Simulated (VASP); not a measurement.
# SiO2 (P4_2/mnm) in VASP: a series of runs

SiO2 is run at these levels: r2SCAN; tasks: relaxation of shape and atoms at fixed volume.

Program: VASP 6.6.1. These are calculated values, not measurements. Logs are shortened: lines on timing, memory, paths and dates and some standing lists are left out, and cuts for length are marked.

## 1. The cell of the first run

It takes space group P4_2/mnm (No. 136, tetragonal). Conventional cell: a = 3.992 Å, b = 3.992 Å, c = 2.582 Å, α = 90.00°, β = 90.00°, γ = 90.00°. Si (site symmetry mmm) has 6 O at 1.70 to 1.71 Å within 2.3 Å. Within 2.3 Å of O (site symmetry m2m) lie 3 Si at 1.70 to 1.71 Å and 1 O at 2.22 Å.

## 2. Relaxation of shape and atoms at fixed volume, r2SCAN (6.86 Å³/atom)

POSCAR reads:

```
SiO2
1.0
    3.9917437788      0.0000000000      0.0000000000
    0.0000000000      3.9917437788      0.0000000000
    0.0000000000      0.0000000000      2.5817677168
Si O
2 4
Direct
    0.0000000000      0.0000000000      0.0000000000
    0.5000000000      0.5000000000      0.5000000000
    0.3030362611      0.3030362611      0.0000000000
    0.1969637389      0.8030362611      0.5000000000
    0.6969637389      0.6969637389      0.0000000000
    0.8030362611      0.1969637389      0.5000000000
```

INCAR.step1 reads:

```
SYSTEM = SiO2
ALGO = Normal
EDIFF = 1E-4
ENCUT = 600
GGA = PE
ISMEAR = 0
LASPH = .TRUE.
LCHARG = .FALSE.
LREAL = .FALSE.
LWAVE = .TRUE.
NELM = 100
PREC = Accurate
SIGMA = 0.02
```

INCAR.step2 reads:

```
SYSTEM = SiO2
ALGO = Normal
EDIFF = 1E-6
EDIFFG = -0.01
ENCUT = 600
IBRION = 2
ISIF = 4
ISMEAR = 0
ISTART = 1
LASPH = .TRUE.
LCHARG = .FALSE.
LMIXTAU = .TRUE.
LREAL = .FALSE.
LWAVE = .FALSE.
METAGGA = R2SCAN
NELM = 100
NSW = 50
PREC = Accurate
SIGMA = 0.02
```

KPOINTS reads:

```
k-points
0
G
  6 6 8
  0 0 0
```

Potentials or basis: VASP PAW PBE potentials, release 64 (Si, O).

Run with:

```sh
$ cat potpaw_PBE.64/Si/POTCAR potpaw_PBE.64/O/POTCAR > POTCAR
$ cp INCAR.step1 INCAR
$ mpirun -np 1 vasp_std > vasp.out
$ cp INCAR.step2 INCAR
$ mpirun -np 1 vasp_std > vasp.out
```

OUTCAR:

```text
SYSTEM = SiO2
   EDIFF = 1E-6
   EDIFFG = -0.01
   ENCUT = 600
   IBRION = 2
   ISIF = 4
   ISMEAR = 0
   ISTART = 1
   LASPH = .TRUE.
   LREAL = .FALSE.
   METAGGA = R2SCAN
   NELM = 100
   NSW = 50
   PREC = Accurate

 ion  position               nearest neighbor table
   1  0.000  0.000  0.000-   4 1.70   6 1.70   4 1.70   6 1.70   5 1.71   3 1.71   2 3.10   2 3.10
                             2 3.10   2 3.10   2 3.10   2 3.10   2 3.10   2 3.10
   2  0.500  0.500  0.500-   3 1.70   5 1.70   3 1.70   5 1.70   4 1.71   6 1.71   1 3.10   1 3.10
                             1 3.10   1 3.10   1 3.10   1 3.10   1 3.10   1 3.10
   3  0.303  0.303  0.000-   2 1.70   2 1.70   1 1.71
   4  0.197  0.803  0.500-   1 1.70   1 1.70   2 1.71
   5  0.697  0.697  0.000-   2 1.70   2 1.70   1 1.71
   6  0.803  0.197  0.500-   1 1.70   1 1.70   2 1.71

  LATTYP: Found a simple tetragonal cell.
 ALAT       =     3.9917437788
 C/A-ratio  =     0.6467769125

  Lattice vectors:

 A1 = (   3.9917437788,   0.0000000000,   0.0000000000)
 A2 = (   0.0000000000,   3.9917437788,   0.0000000000)
 A3 = (   0.0000000000,   0.0000000000,   2.5817677168)

Analysis of symmetry for initial positions (statically):
=====================================================================
 Subroutine PRICEL returns:
 Original cell was already a primitive cell.

 Routine SETGRP: Setting up the symmetry group for a
 simple tetragonal supercell.

 Subroutine GETGRP returns: Found 16 space group operations
 (whereof  8 operations were pure point group operations)
 out of a pool of 16 trial point group operations.

The static configuration has the point symmetry D_2h.
 The point group associated with its full space group is D_4h.

Analysis of symmetry for dynamics (positions and initial velocities):
=====================================================================
 Subroutine PRICEL returns:
 Original cell was already a primitive cell.

 Routine SETGRP: Setting up the symmetry group for a
 simple tetragonal supercell.

 Subroutine GETGRP returns: Found 16 space group operations
 (whereof  8 operations were pure point group operations)
 out of a pool of 16 trial point group operations.

The dynamic configuration has the point symmetry D_2h.
 The point group associated with its full space group is D_4h.

 Subroutine INISYM returns: Found 16 space group operations
 (whereof  8 operations are pure point group operations),
 and found     1 'primitive' translations

[... 107 lines left out ...]
   NFREE  =      1    steps in history (QN), initial steepest desc. (CG)
   ISIF   =      4    stress and relaxation
   ISYM   =      2    0-nonsym 1-usesym 2-fastsym
   POTIM  = 0.5000    time-step for ionic-motion
   TEBEG  =    0.0;   TEEND  =   0.0 temperature during run
   PSTRESS=    0.0 pullay stress
   NELECT =      32.0000    total number of electrons
   NUPDOWN=      -1.0000    fix difference up-down
   EMIN   =  10.00;   EMAX   =-10.00  energy-range for DOS
   EFERMI =   0.00;   METHOD = LEGACY
   ISMEAR =     0;   SIGMA  =   0.02  broadening in eV -4-tet -1-fermi 0-gaus
   EFERMI_NEDOS =   21; number of points for ismear=-14 and -15
   IALGO  =     38    algorithm
   IMIX   =      4    mixing-type and parameters
     AMIX     =   0.40;   BMIX     =  1.00
     AMIX_MAG =   1.60;   BMIX_MAG =  1.00
  volume/ion in A,a.u.               =       6.86        46.27
  Fermi-wavevector in a.u.,A,eV,Ry     =   1.505604  2.845178 30.842263  2.266842
  Thomas-Fermi vector in A             =   2.616431
   LORBIT       =      0    0 simple, 1 ext, 2 COOP (PROOUT), +10 PAW based schemes
   METAGGA = R2SCAN    functional components
   LHFCALC =     F    Hartree Fock is set to
   AEXX    =    0.0000 exact exchange contribution
   IVDW    =     0    specifies the selected vdW correction
   LEPSILON=     F    determine dielectric tensor
   LRPA    =     F    only Hartree local field effects (RPA)
 conjugate gradient relaxation of ions
 non-spin polarized calculation
 Gauss-broadening in eV      SIGMA  =   0.02
  energy-cutoff  :      600.00
  volume of cell :       41.14
 maximum number of plane-waves:      1416
 NGX is ok and might be reduce to    32
   NGX = 15   NGY = 15   NGZ = 11

--------------------------------------- Ionic step        1  -------------------------------------------

 number of electron      32.0000017 magnetization

 Free energy of the ion-electron system (eV)
  ---------------------------------------------------
  ext. energy  EPLUGINS =         0.00000000
  ---------------------------------------------------
  free energy    TOTEN  =       -57.95629774 eV

  energy without entropy =      -57.95629774  energy(sigma->0) =      -57.95629774

------------------------ aborting loop because EDIFF is reached ----------------------------------------

  FORCE on cell =-STRESS in cart. coord.  units (eV):
  Direction    XX          YY          ZZ          XY          YZ          ZX
  --------------------------------------------------------------------------------------
  -------------------------------------------------------------------------------------
  Total       13.4403131     13.4403131     14.2377184     -0.0000000      0.0000000      0.0000000
  in kB      523.4527549    523.4527549    554.5088738     -0.0000000      0.0000000      0.0000000
  external PRESSURE =     533.8047945 kB  Pullay stress =       0.0000000 kB
[... 147 lines left out ...]
--------------------------------------- Ionic step        5  -------------------------------------------

 number of electron      32.0000014 magnetization

 Free energy of the ion-electron system (eV)
  ---------------------------------------------------
  ext. energy  EPLUGINS =         0.00000000
  ---------------------------------------------------
  free energy    TOTEN  =       -57.95945086 eV

  energy without entropy =      -57.95945086  energy(sigma->0) =      -57.95945086

 E-fermi :   9.9117     XC(G=0): -13.5863

 val. band max:        9.7208557024   @ k =   0.0000   0.0000   0.0000
 cond. band min:      17.5827465077   @ k =   0.0000   0.0000   0.0000
 fundamental gap:      7.8618908053
 Fermi energy:         9.9117249460

 k-point     1 :       0.0000    0.0000    0.0000
  band No.  band energies     occupation
      1     -15.2434      2.00000
      2     -11.0000      2.00000
      3     -11.0000      2.00000
      4     -10.3939      2.00000
      5      -2.4232      2.00000
      6       2.1355      2.00000
[... 541 lines left out ...]
     19      22.4982      0.00000
     20      22.4982      0.00000

 [... further k-points ...]
[... 5 lines left out ...]
  --------------------------------------------------------------------------------------
  -------------------------------------------------------------------------------------
  Total       13.5603598     13.5603598     13.5568272      0.0000000      0.0000000      0.0000000
  in kB      528.1281497    528.1281497    527.9905658      0.0000000      0.0000000      0.0000000
  external PRESSURE =     528.0822884 kB  Pullay stress =       0.0000000 kB
[... 21 lines left out ...]
  FREE ENERGIE OF THE ION-ELECTRON SYSTEM (eV)
  ---------------------------------------------------
  free  energy   TOTEN  =       -57.9594508626 eV

  energy  without entropy=      -57.9594508626  energy(sigma->0) =      -57.95945086

 reached required accuracy - stopping structural energy minimisation
```

OUTCAR.step1:

```text
SYSTEM = SiO2
   EDIFF = 1E-4
   ENCUT = 600
   GGA = PE
   ISMEAR = 0
   LASPH = .TRUE.
   LREAL = .FALSE.
   NELM = 100
[... 792 lines left out ...]
      0.78623      3.20551      1.29088         0.192000     -0.192000     -0.000000
      2.78210      2.78210      0.00000         0.192000      0.192000      0.000000
      3.20551      0.78623      1.29088        -0.192000      0.192000      0.000000
 -----------------------------------------------------------------------------------
    total drift:                                0.000000      0.000000      0.000000

  FREE ENERGIE OF THE ION-ELECTRON SYSTEM (eV)
  ---------------------------------------------------
  free  energy   TOTEN  =       -45.1174355534 eV

  energy  without entropy=      -45.1174355534  energy(sigma->0) =      -45.11743555
```

OSZICAR.step1:

```text
N       E                     dE             d eps       ncg     rms          rms(c)
DAV:   1     0.190830658025E+03    0.19083E+03   -0.20219E+04  2000   0.176E+03
DAV:   2    -0.430704499402E+02   -0.23390E+03   -0.22536E+03  2692   0.357E+02
DAV:   3    -0.500979870258E+02   -0.70275E+01   -0.70079E+01  2400   0.657E+01
DAV:   4    -0.501460175438E+02   -0.48031E-01   -0.47990E-01  2376   0.619E+00
DAV:   5    -0.501464548519E+02   -0.43731E-03   -0.43723E-03  2340   0.588E-01    0.204E+01
DAV:   6    -0.451234649803E+02    0.50230E+01   -0.18190E+01  2280   0.314E+01    0.966E+00
DAV:   7    -0.450995970512E+02    0.23868E-01   -0.85958E-01  2368   0.649E+00    0.340E+00
DAV:   8    -0.451122579874E+02   -0.12661E-01   -0.31265E-02  2232   0.169E+00    0.110E+00
DAV:   9    -0.451172615583E+02   -0.50036E-02   -0.90720E-03  2336   0.967E-01    0.286E-01
DAV:  10    -0.451174289185E+02   -0.16736E-03   -0.19782E-04  1672   0.129E-01    0.471E-02
DAV:  11    -0.451174355534E+02   -0.66349E-05   -0.48820E-05  1300   0.589E-02
   1 F= -.45117436E+02 E0= -.45117436E+02  d E =-.748536E-12
```

It took 8.1 min on 1 thread of Intel Xeon 8259CL, shared host; peak memory 0.19 GiB.

Results:

- Free energy: -57.9595 eV
- Energy gained by relaxing: 0.5 meV/atom
- Ionic steps: 5
- Pressure after relaxing: 52.8 GPa
- Band gap on the k mesh: 7.86 eV

Step by step:
| step | energy change (eV) | largest force (eV/Å) | pressure (GPa) | volume (Å³) |
| --- | --- | --- | --- | --- |
| 1 | 0.0000 | 0.2165 | 53.38 | 41.14 |
| 2 | 0.0005 | 0.2874 | 52.27 | 41.14 |
| 3 | -0.0030 | 0.0265 | 52.81 | 41.14 |
| 4 | -0.0031 | 0.0100 | 52.80 | 41.14 |
| 5 | -0.0032 | 0.0008 | 52.81 | 41.14 |

Final structure:
```
Si O
1.0
     3.98563    0.00000    0.00000
     0.00000    3.98563    0.00000
     0.00000    0.00000    2.58970
Si O
2 4
Direct
  0.00000 0.00000 0.00000
  0.50000 0.50000 0.50000
  0.30225 0.30225 0.00000
  0.19775 0.80225 0.50000
  0.69775 0.69775 0.00000
  0.80225 0.19775 0.50000
```

Levels at points of the mesh, in eV from the valence-band top:
```
           k point  band 13  band 14  band 15  band 16  band 17  band 18  band 19  band 20
(0.00, 0.00, 0.00)    -2.56    -1.00    -1.00     0.00     7.86     8.83    10.23    10.23
(0.50, 0.00, 0.00)    -3.02    -3.02    -1.18    -1.18    10.06    10.06    11.02    11.02
(0.50, 0.50, 0.00)    -3.24    -3.24    -2.76    -2.76     9.87     9.87    12.18    12.18
(0.00, 0.00, 0.50)    -3.92    -3.92    -3.16    -3.16    11.94    11.94    15.05    15.05
(0.50, 0.00, 0.50)    -2.61    -2.61    -2.16    -2.16    10.98    10.98    12.58    12.58
(0.50, 0.50, 0.50)    -1.95    -1.95    -1.87    -1.87     9.65     9.65    13.15    13.16
```

Caveat: the PAW data sets were made with another functional, which shifts forces and pressure a little. A k mesh can miss the band edges.

(Continued in part 2 of 2.)
